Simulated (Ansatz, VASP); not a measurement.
**HfO2: VASP beside Ansatz**

```
Hf O
1.0
     5.28594    0.00000    0.00000
     0.00000    5.06756    0.00000
     0.00000    0.00000    5.09429
Hf O
4 8
Cartesian
  2.8173 1.3529 1.2295
  5.1116 1.3529 3.7767
  0.1743 3.7146 1.2295
  2.4687 3.7146 3.7767
  4.5826 0.3545 1.9372
  3.3463 0.3545 4.4844
  1.2299 2.3349 2.5032
  1.4130 2.3349 5.0504
  4.0560 2.7327 5.0504
  3.8729 2.7327 2.5032
  1.9397 4.7130 1.9372
  0.7033 4.7130 4.4844
```

Alike in both runs: task relaxation of cell and atoms; functional PBE; k mesh 4 × 6 × 6; occupations gaussian, width 0.02 eV; no spin polarisation.

|  | VASP | Ansatz |
| --- | --- | --- |
| version | VASP 6.6.1 | Ansatz 0.2.0 |
| potentials or method | VASP PAW PBE potentials, release 64 (Hf_pv, O), cutoff 600 eV | scalar-relativistic, plane waves, PAW |
| valence electrons in the cell | 88 | 152 |

VASP gave:

```
gap on the k mesh at the Fermi level, each at its own relaxed structure (eV)  : 4.36
relaxed volume (Å³/atom)                                                      : 11.24
relaxed length of the cell vector where the two differ most in proportion (Å) : 5.266
```

Q: Which values does Ansatz return?

A: gap on the k mesh at the Fermi level, each at its own relaxed structure (eV): 4.37; relaxed volume (Å³/atom): 11.41; relaxed length of the cell vector where the two differ most in proportion (Å): 5.294.

VASP's potentials hold 88 valence electrons a cell and Ansatz's 152, so a difference there can come from the potentials and not from the codes.

Spin-orbit coupling is off throughout.
